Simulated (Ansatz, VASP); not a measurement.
## One calculation of SiW6, two programs

File INCAR:

```
SYSTEM = SiW6
ALGO = Normal
DIPOL = 0.5 0.5 0.323
EDIFF = 1E-7
ENCUT = 520
GGA = PE
IDIPOL = 3
ISIF = 2
ISMEAR = 0
IVDW = 12
LASPH = .True.
LCHARG = .False.
LDIPOL = .True.
LREAL = .False.
LWAVE = .False.
NBANDS = 53
NELM = 60
PREC = Accurate
SIGMA = 0.1
```

KPOINTS

```
k-points
0
Gamma
  6 6 1
  0 0 0
```

Contents of POSCAR:

```
SiW6
1.0
    4.4682526257      0.0000000000      0.0000000000
   -2.2341263128      3.8696202844      0.0000000000
    0.0000000000      0.0000000000     21.6259061357
W Si
6 1
Direct
    0.6666666667      0.3333333333      0.1849633479
    0.3333333333      0.6666666667      0.2271386095
    0.0000000000      0.0000000000      0.2693138710
    0.6666666667      0.3333333333      0.3085097946
    0.3333333333      0.6666666667      0.3483008428
    0.0000000000      0.0000000000      0.3849968683
    0.6666666667      0.3333333333      0.5375916303
```

Input for Ansatz:

```yaml
crystal:
  lattice:
    - [4.4682526257, 0.0, 0.0]
    - [-2.2341263128, 3.8696202844, 0.0]
    - [0.0, 0.0, 21.6259061357]
  atoms:
    - { symbol: W, position: [0.6666666667, 0.3333333333, 0.1849633479] }
    - { symbol: W, position: [0.3333333333, 0.6666666667, 0.2271386095] }
    - { symbol: W, position: [0.0, 0.0, 0.269313871] }
    - { symbol: W, position: [0.6666666667, 0.3333333333, 0.3085097946] }
    - { symbol: W, position: [0.3333333333, 0.6666666667, 0.3483008428] }
    - { symbol: W, position: [0.0, 0.0, 0.3849968683] }
    - { symbol: Si, position: [0.6666666667, 0.3333333333, 0.5375916303] }
basis:
  ecutwfc: 420
kpoints:
  mp_grid: { grid: [6, 6, 1] }
hamiltonian:
  xc: pbe
  pseudopotentials: { kind: paw, azcp: { folder: soft_1 } }
  dispersion: d3bj
scf:
  occupations: { method: gaussian, width: 0.1 }
output:
  forces: true
  eigenvalues: true
efield:
  axis: 3
  dipole_correction: true
  ramp_width: 0.04
```

Alike in both runs: task single point; functional PBE; dispersion D3(BJ); k mesh 6 × 6 × 1; occupations gaussian, width 0.1 eV; no spin polarisation.

```csv
,VASP,Ansatz
version,VASP 6.6.1,Ansatz 0.2.0
potentials or method,"VASP PAW PBE potentials, release 64 (W_sv, Si), cutoff 520 eV","scalar-relativistic, plane waves, PAW"
valence electrons in the cell,88,88
```

Ansatz gave:

* rms of the force components (eV/Å): 1.483

**Question.** Estimate VASP's values.

**Answer.** rms of the force components (eV/Å): 1.494.

Atom by atom the forces differ by 0.021 eV/Å (rms over components). Ansatz's warnings: dispersion switch in reach, vacuum below fermi.

Neither program's run includes spin-orbit coupling.
